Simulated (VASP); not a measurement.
# WC in VASP: further runs

WC is run at these levels: PBE; tasks: single point, relaxation of cell and atoms, relaxation of shape and atoms at fixed volume.

All numbers are computed with VASP 6.6.1; they aren't measurements. Logs are shortened: lines on timing, memory, paths and dates and some standing lists are left out, and cuts for length are marked.

## Step 1: The cell of the first run

Symmetry: P-6m2, No. 187, hexagonal system. The conventional cell has a = 2.857 Å, b = 2.857 Å, c = 2.799 Å, α = 90.00°, β = 90.00°, γ = 120.00°. Within 2.9 Å of W (site symmetry -6m2) lie 6 C at 2.16 Å and 8 W at 2.80 to 2.86 Å. Within 2.9 Å of C (site symmetry -6m2) lie 6 W at 2.16 Å and 8 C at 2.80 to 2.86 Å.

## Step 2: Single point, PBE (volume scaled by 0.94, then relaxed in part)

Contents of INCAR:

```
SYSTEM = WC
ALGO = Normal
EDIFF = 1E-7
ENCUT = 520
GGA = PE
ISIF = 2
ISMEAR = 0
LASPH = .True.
LCHARG = .False.
LREAL = .False.
LWAVE = .False.
NBANDS = 16
NELM = 100
PREC = Accurate
SIGMA = 0.1
```

Contents of KPOINTS:

```
k-points
0
Gamma
  18 18 16
  0 0 0
```

Contents of POSCAR:

```
WC
1.0
    2.8571348303      0.0000000000      0.0000000000
   -1.4285674151      2.4743513450      0.0000000000
    0.0000000000      0.0000000000      2.7987816932
W C
1 1
Direct
    0.0000000000      0.0000000000      0.0000000000
    0.3333333333      0.6666666667      0.5000000000
```

Potentials or basis: VASP PAW PBE potentials, release 64 (W_sv, C).

The run is started by

```
> cat potpaw_PBE.64/W_sv/POTCAR potpaw_PBE.64/C/POTCAR > POTCAR
> mpirun -np 1 vasp_std > vasp.out
```

OUTCAR:

```text
SYSTEM = WC
   EDIFF = 1E-7
   ENCUT = 520
   GGA = PE
   ISIF = 2
   ISMEAR = 0
   LASPH = .True.
   LREAL = .False.
   NELM = 100
   PREC = Accurate

 ion  position               nearest neighbor table
   1  0.000  0.000  0.000-   2 2.16   2 2.16   2 2.16   2 2.16   2 2.16   2 2.16
   2  0.333  0.667  0.500-   1 2.16   1 2.16   1 2.16   1 2.16   1 2.16   1 2.16

  LATTYP: Found a hexagonal cell.
 ALAT       =     2.8571348303
 C/A-ratio  =     0.9795763446

  Lattice vectors:

 A1 = (   2.8571348303,   0.0000000000,   0.0000000000)
 A2 = (  -1.4285674151,   2.4743513450,   0.0000000000)
 A3 = (   0.0000000000,   0.0000000000,   2.7987816932)

Analysis of symmetry for initial positions (statically):
=====================================================================
 Subroutine PRICEL returns:
 Original cell was already a primitive cell.

 Routine SETGRP: Setting up the symmetry group for a
 hexagonal supercell.

 Subroutine GETGRP returns: Found 12 space group operations
 (whereof 12 operations were pure point group operations)
 out of a pool of 24 trial point group operations.

The static configuration has the point symmetry D_3h.

Analysis of symmetry for dynamics (positions and initial velocities):
=====================================================================
 Subroutine PRICEL returns:
 Original cell was already a primitive cell.

 Routine SETGRP: Setting up the symmetry group for a
 hexagonal supercell.

 Subroutine GETGRP returns: Found 12 space group operations
 (whereof 12 operations were pure point group operations)
 out of a pool of 24 trial point group operations.

The dynamic configuration has the point symmetry D_3h.

 Subroutine INISYM returns: Found 12 space group operations
 (whereof 12 operations are pure point group operations),
 and found     1 'primitive' translations

----------------------------------------------------------------------------------------

                                     Primitive cell

  volume of cell :      19.7861

  direct lattice vectors                    reciprocal lattice vectors
     2.857134830  0.000000000  0.000000000     0.350000983  0.202073162  0.000000000
    -1.428567415  2.474351345  0.000000000     0.000000000  0.404146324  0.000000000
     0.000000000  0.000000000  2.798781693     0.000000000  0.000000000  0.357298321

  length of vectors
     2.857134830  2.857134830  2.798781693     0.404146324  0.404146324  0.357298321

  position of ions in fractional coordinates (direct lattice)
     0.000000000  0.000000000  0.000000000
[... 75 lines left out ...]
   LASPH  =      T    aspherical Exc in radial PAW
   ENCUT  =  520.0 eV  38.22 Ry    6.18 a.u.   5.31  5.31  5.20*2*pi/ulx,y,z
   NELM   =    100;   NELMIN=  2; NELMDL= -5     # of ELM steps
   EDIFF  = 0.1E-06   stopping-criterion for ELM
   LREAL  =      F    real-space projection
   EDIFFG = 0.1E-05   stopping-criterion for IOM
   NSW    =      0    number of steps for IOM
   IBRION =     -1    ionic relax: 0-MD 1-quasi-New 2-CG
   NFREE  =      0    steps in history (QN), initial steepest desc. (CG)
   ISIF   =      2    stress and relaxation
   ISYM   =      2    0-nonsym 1-usesym 2-fastsym
   POTIM  = 0.5000    time-step for ionic-motion
   TEBEG  =    0.0;   TEEND  =   0.0 temperature during run
   PSTRESS=    0.0 pullay stress
   NELECT =      18.0000    total number of electrons
   NUPDOWN=      -1.0000    fix difference up-down
   EMIN   =  10.00;   EMAX   =-10.00  energy-range for DOS
   EFERMI =   0.00;   METHOD = LEGACY
   ISMEAR =     0;   SIGMA  =   0.10  broadening in eV -4-tet -1-fermi 0-gaus
   EFERMI_NEDOS =   21; number of points for ismear=-14 and -15
   IALGO  =     38    algorithm
   IMIX   =      4    mixing-type and parameters
     AMIX     =   0.40;   BMIX     =  1.00
     AMIX_MAG =   1.60;   BMIX_MAG =  1.00
  volume/ion in A,a.u.               =       9.89        66.76
  Fermi-wavevector in a.u.,A,eV,Ry     =   1.586276  2.997626 34.235932  2.516270
  Thomas-Fermi vector in A             =   2.685612
   LORBIT       =      0    0 simple, 1 ext, 2 COOP (PROOUT), +10 PAW based schemes
   GGA     = PE    functional components
   LHFCALC =     F    Hartree Fock is set to
   AEXX    =    0.0000 exact exchange contribution
   IVDW    =     0    specifies the selected vdW correction
   LEPSILON=     F    determine dielectric tensor
   LRPA    =     F    only Hartree local field effects (RPA)
 non-spin polarized calculation
 Gauss-broadening in eV      SIGMA  =   0.10
  energy-cutoff  :      520.00
  volume of cell :       19.79
 maximum number of plane-waves:       551
 NGX is ok and might be reduce to    24
   NGX = 11   NGY = 11   NGZ = 11

 number of electron      18.0000000 magnetization

 Free energy of the ion-electron system (eV)
  ---------------------------------------------------
  ext. energy  EPLUGINS =         0.00000000
  ---------------------------------------------------
  free energy    TOTEN  =       -22.33838406 eV

  energy without entropy =      -22.33706687  energy(sigma->0) =      -22.33772546

 E-fermi :  11.7922     XC(G=0): -14.0682

 val. band max:       11.7878053168   @ k =   0.4444   0.0000   0.4375
 cond. band min:      11.8204480585   @ k =   0.0000   0.0000   0.0625
 fundamental gap:      0.0326427416
 Fermi energy:        11.7921531278

 k-point     1 :       0.0000    0.0000    0.0000
  band No.  band energies     occupation
      1     -62.1303      2.00000
      2     -26.1164      2.00000
      3     -25.9850      2.00000
      4     -25.9850      2.00000
      5      -3.0440      2.00000
      6       7.1761      2.00000
[... 433 lines left out ...]
      3     -26.2783      2.00000
      4     -25.9802      2.00000
      5       0.5129      2.00000
      6       4.6756      2.00000
[... 8 lines left out ...]
     15      26.2139      0.00000
     16      29.9349      0.00000

 [... further k-points ...]
[... 5 lines left out ...]
  --------------------------------------------------------------------------------------
  -------------------------------------------------------------------------------------
  Total        3.4949106      3.4949106      3.5387784      0.0000000     -0.0000000      0.0000000
  in kB      282.9994103    282.9994103    286.5515897      0.0000000     -0.0000000      0.0000000
  external PRESSURE =     284.1834701 kB  Pullay stress =       0.0000000 kB

 VOLUME and BASIS-vectors are now :
 -----------------------------------------------------------------------------
  energy-cutoff  :      520.00
  volume of cell :       19.79
      direct lattice vectors                 reciprocal lattice vectors
     2.857134830  0.000000000  0.000000000     0.350000983  0.202073162  0.000000000
    -1.428567415  2.474351345  0.000000000     0.000000000  0.404146324  0.000000000
     0.000000000  0.000000000  2.798781693     0.000000000  0.000000000  0.357298321

 POSITION                                       TOTAL-FORCE (eV/Angst)
 -----------------------------------------------------------------------------------
      0.00000      0.00000      0.00000         0.000000     -0.000000      0.000000
     -0.00000      1.64957      1.39939        -0.000000      0.000000      0.000000
 -----------------------------------------------------------------------------------
    total drift:                                0.000000     -0.000000     -0.000000

  FREE ENERGIE OF THE ION-ELECTRON SYSTEM (eV)
  ---------------------------------------------------
  free  energy   TOTEN  =       -22.3383840581 eV

  energy  without entropy=      -22.3370668689  energy(sigma->0) =      -22.33772546
```

OSZICAR:

```text
N       E                     dE             d eps       ncg     rms          rms(c)
DAV:   1     0.110618586669E+03    0.11062E+03   -0.93645E+03 10688   0.126E+03
DAV:   2    -0.221593181298E+02   -0.13278E+03   -0.12820E+03 12624   0.341E+02
DAV:   3    -0.253775939032E+02   -0.32183E+01   -0.32075E+01 11856   0.502E+01
DAV:   4    -0.253934203285E+02   -0.15826E-01   -0.15826E-01 13696   0.396E+00
DAV:   5    -0.253935294885E+02   -0.10916E-03   -0.10916E-03 11912   0.312E-01    0.357E+01
DAV:   6    -0.224044117438E+02    0.29891E+01   -0.55284E+00 12808   0.257E+01    0.101E+01
DAV:   7    -0.223651083417E+02    0.39303E-01   -0.38639E-01 11056   0.478E+00    0.688E+00
DAV:   8    -0.223396570616E+02    0.25451E-01   -0.47499E-02 12208   0.183E+00    0.118E+00
DAV:   9    -0.223384164682E+02    0.12406E-02   -0.29157E-03 11856   0.384E-01    0.106E-01
DAV:  10    -0.223383877765E+02    0.28692E-04   -0.27273E-04 12536   0.186E-01    0.636E-02
DAV:  11    -0.223383849659E+02    0.28105E-05   -0.13367E-05 12680   0.335E-02    0.796E-03
DAV:  12    -0.223383840979E+02    0.86803E-06   -0.24099E-06 11928   0.141E-02    0.937E-04
DAV:  13    -0.223383840581E+02    0.39780E-07   -0.84855E-08  9208   0.255E-03
   1 F= -.22338384E+02 E0= -.22337725E+02  d E =-.131719E-02
```

stdout:

```text
POSCAR found type information on POSCAR W C
 POSCAR found :  2 types and       2 ions
 scaLAPACK will be used
 LDA part: xc-table for (Slater+PW92), standard interpolation
 POSCAR, INCAR and KPOINTS ok, starting setup
 FFT: planning ... GRIDC
 FFT: planning ... GRID_SOFT
 FFT: planning ... GRID
 WAVECAR not read
 entering main loop
```

Run time: 58 s. Hardware: 1 thread of AMD EPYC 9R45 (Zen 5), shared host; peak memory 0.19 GiB.

What came out:

```
Free energy            : -22.3384 eV
Pressure               : 28.4 GPa
Band gap on the k mesh : zero (band 9 reaches 12.45 eV, above the bottom of band 10 at 11.13 eV)
```

Stress tensor (GPa, compression positive):
```
28.30  0.00  0.00
 0.00 28.30  0.00
 0.00  0.00 28.66
```

Caveat: the cell differs from its parent crystal (volume scaled by 0.94, then relaxed in part); spin-orbit coupling is left out, which moves the levels of the heavy elements.

## Step 3: Single point, PBE

This run uses another cell than the first one, of 10.52 Å³/atom, 1.064 times its volume.

Contents of INCAR:

```
PREC     = Accurate       # precision mode
ENCUT    = 520            # plane-wave cutoff, eV
EDIFF    = 1E-6           # SCF threshold, eV
ISMEAR   = 0              # smearing method
SIGMA    = 0.1            # smearing width, eV
LREAL    = F              # projectors in reciprocal space
LASPH    = T              # aspherical terms in the spheres
NELM     = 80             # most SCF steps
ALGO     = Normal         # electronic algorithm
ISIF     = 2              # what is computed and relaxed
LWAVE    = F              # write WAVECAR
LCHARG   = F              # write CHGCAR
GGA      = PE             # functional
NBANDS   = 16             # bands
```

Contents of KPOINTS:

```
Automatic mesh
0
Gamma
  18 18 16
```

Contents of POSCAR:

```
WC
1.0
    2.9217240012      0.0000000000      0.0000000000
   -1.4608620006      2.5302872079      0.0000000000
    0.0000000000      0.0000000000      2.8472412411
W C
1 1
Direct
    0.0000000000      0.0000000000      0.0000000000
    0.3333333333      0.6666666667      0.5000000000
```

Potentials or basis: VASP PAW PBE potentials, release 64 (W_sv, C).

The run is started by

```
> cat potpaw_PBE.64/W_sv/POTCAR potpaw_PBE.64/C/POTCAR > POTCAR
> mpirun -np 1 vasp_std > vasp.out
```

OUTCAR:

```text
PREC = Accurate
   ENCUT = 520
   EDIFF = 1E-6
   ISMEAR = 0
   LREAL = F
   LASPH = T
   NELM = 80
   ISIF = 2
   GGA = PE

 ion  position               nearest neighbor table
   1  0.000  0.000  0.000-   2 2.21   2 2.21   2 2.21   2 2.21   2 2.21   2 2.21
   2  0.333  0.667  0.500-   1 2.21   1 2.21   1 2.21   1 2.21   1 2.21   1 2.21

  LATTYP: Found a hexagonal cell.
 ALAT       =     2.9217240012
 C/A-ratio  =     0.9745072567

  Lattice vectors:

 A1 = (   2.9217240012,   0.0000000000,   0.0000000000)
 A2 = (  -1.4608620006,   2.5302872079,   0.0000000000)
 A3 = (   0.0000000000,   0.0000000000,   2.8472412411)

Analysis of symmetry for initial positions (statically):
=====================================================================
 Subroutine PRICEL returns:
 Original cell was already a primitive cell.

 Routine SETGRP: Setting up the symmetry group for a
 hexagonal supercell.

 Subroutine GETGRP returns: Found 12 space group operations
 (whereof 12 operations were pure point group operations)
 out of a pool of 24 trial point group operations.

The static configuration has the point symmetry D_3h.

Analysis of symmetry for dynamics (positions and initial velocities):
=====================================================================
 Subroutine PRICEL returns:
 Original cell was already a primitive cell.

 Routine SETGRP: Setting up the symmetry group for a
 hexagonal supercell.

 Subroutine GETGRP returns: Found 12 space group operations
 (whereof 12 operations were pure point group operations)
 out of a pool of 24 trial point group operations.

The dynamic configuration has the point symmetry D_3h.

 Subroutine INISYM returns: Found 12 space group operations
 (whereof 12 operations are pure point group operations),
 and found     1 'primitive' translations

[... 110 lines left out ...]
   EFERMI_NEDOS =   21; number of points for ismear=-14 and -15
   IALGO  =     38    algorithm
   IMIX   =      4    mixing-type and parameters
     AMIX     =   0.40;   BMIX     =  1.00
     AMIX_MAG =   1.60;   BMIX_MAG =  1.00
  volume/ion in A,a.u.               =      10.52        71.02
  Fermi-wavevector in a.u.,A,eV,Ry     =   1.553893  2.936433 32.852422  2.414585
  Thomas-Fermi vector in A             =   2.658058
   LORBIT       =      0    0 simple, 1 ext, 2 COOP (PROOUT), +10 PAW based schemes
   GGA     = PE    functional components
   LHFCALC =     F    Hartree Fock is set to
   AEXX    =    0.0000 exact exchange contribution
   IVDW    =     0    specifies the selected vdW correction
   LEPSILON=     F    determine dielectric tensor
   LRPA    =     F    only Hartree local field effects (RPA)
 non-spin polarized calculation
 Gauss-broadening in eV      SIGMA  =   0.10
  energy-cutoff  :      520.00
  volume of cell :       21.05
 maximum number of plane-waves:       587
 NGX is ok and might be reduce to    24
   NGX = 11   NGY = 11   NGZ = 11

 number of electron      18.0000000 magnetization

 Free energy of the ion-electron system (eV)
  ---------------------------------------------------
  ext. energy  EPLUGINS =         0.00000000
  ---------------------------------------------------
  free energy    TOTEN  =       -22.44952138 eV

  energy without entropy =      -22.44805867  energy(sigma->0) =      -22.44879002

 E-fermi :  10.8753     XC(G=0): -13.7207

 val. band max:       10.8610163035   @ k =   0.5000   0.0000   0.3750
 cond. band min:      10.8864082383   @ k =   0.0556   0.0000   0.2500
 fundamental gap:      0.0253919348
 Fermi energy:        10.8753240562

 k-point     1 :       0.0000    0.0000    0.0000
  band No.  band energies     occupation
      1     -63.1588      2.00000
      2     -27.1353      2.00000
      3     -27.0446      2.00000
      4     -27.0446      2.00000
      5      -3.4644      2.00000
      6       6.6461      2.00000
[... 433 lines left out ...]
      3     -27.2770      2.00000
      4     -27.0307      2.00000
      5      -0.1445      2.00000
      6       4.0753      2.00000
[... 8 lines left out ...]
     15      24.4779      0.00000
     16      28.2075      0.00000

 [... further k-points ...]

------------------------ aborting loop because EDIFF is reached ----------------------------------------

  FORCE on cell =-STRESS in cart. coord.  units (eV):
  Direction    XX          YY          ZZ          XY          YZ          ZX
  --------------------------------------------------------------------------------------
  -------------------------------------------------------------------------------------
  Total        0.1262756      0.1262756      0.1650634      0.0000000      0.0000000      0.0000000
  in kB        9.6116227      9.6116227     12.5640042      0.0000000      0.0000000      0.0000000
  external PRESSURE =      10.5957499 kB  Pullay stress =       0.0000000 kB

 VOLUME and BASIS-vectors are now :
 -----------------------------------------------------------------------------
  energy-cutoff  :      520.00
  volume of cell :       21.05
      direct lattice vectors                 reciprocal lattice vectors
     2.921724001  0.000000000  0.000000000     0.342263677  0.197606026  0.000000000
    -1.460862001  2.530287208  0.000000000     0.000000000  0.395212052  0.000000000
     0.000000000  0.000000000  2.847241241     0.000000000  0.000000000  0.351217166

 POSITION                                       TOTAL-FORCE (eV/Angst)
 -----------------------------------------------------------------------------------
      0.00000      0.00000      0.00000         0.000000     -0.000000      0.000000
     -0.00000      1.68686      1.42362        -0.000000      0.000000      0.000000
 -----------------------------------------------------------------------------------
    total drift:                               -0.000000      0.000000     -0.000000

  FREE ENERGIE OF THE ION-ELECTRON SYSTEM (eV)
  ---------------------------------------------------
  free  energy   TOTEN  =       -22.4495213760 eV

  energy  without entropy=      -22.4480586656  energy(sigma->0) =      -22.44879002
```

OSZICAR:

```text
N       E                     dE             d eps       ncg     rms          rms(c)
DAV:   1     0.110185615789E+03    0.11019E+03   -0.94517E+03 10664   0.125E+03
DAV:   2    -0.222974259229E+02   -0.13248E+03   -0.12792E+03 12576   0.337E+02
DAV:   3    -0.255135453811E+02   -0.32161E+01   -0.32034E+01 11976   0.499E+01
DAV:   4    -0.255308102208E+02   -0.17265E-01   -0.17264E-01 13792   0.411E+00
DAV:   5    -0.255309394604E+02   -0.12924E-03   -0.12924E-03 11936   0.338E-01    0.315E+01
DAV:   6    -0.225373251229E+02    0.29936E+01   -0.58387E+00 12976   0.259E+01    0.814E+00
DAV:   7    -0.224779542283E+02    0.59371E-01   -0.43984E-01 11184   0.508E+00    0.604E+00
DAV:   8    -0.224507756001E+02    0.27179E-01   -0.67435E-02 11880   0.223E+00    0.105E+00
DAV:   9    -0.224495908973E+02    0.11847E-02   -0.31096E-03 11768   0.443E-01    0.125E-01
DAV:  10    -0.224495227535E+02    0.68144E-04   -0.31016E-04 12992   0.197E-01    0.618E-02
DAV:  11    -0.224495221307E+02    0.62279E-06   -0.11962E-05 11976   0.315E-02    0.102E-02
DAV:  12    -0.224495213760E+02    0.75473E-06   -0.26953E-06 11776   0.152E-02
   1 F= -.22449521E+02 E0= -.22448790E+02  d E =-.146271E-02
```

stdout:

```text
POSCAR found type information on POSCAR W C
 POSCAR found :  2 types and       2 ions
 scaLAPACK will be used
 LDA part: xc-table for (Slater+PW92), standard interpolation
 POSCAR, INCAR and KPOINTS ok, starting setup
 FFT: planning ... GRIDC
 FFT: planning ... GRID_SOFT
 FFT: planning ... GRID
 WAVECAR not read
 entering main loop
```

It took 73 s on 1 thread of AMD EPYC 9R45 (Zen 5), shared host; peak memory 0.19 GiB.

What came out:

* Free energy: -22.4495 eV
* Pressure: 1.1 GPa
* Band gap on the k mesh: zero (band 9 reaches 11.50 eV, above the bottom of band 10 at 10.31 eV)

Caveat: spin-orbit coupling is left out, which moves the levels of the heavy elements.

(Continued in part 2 of 2.)
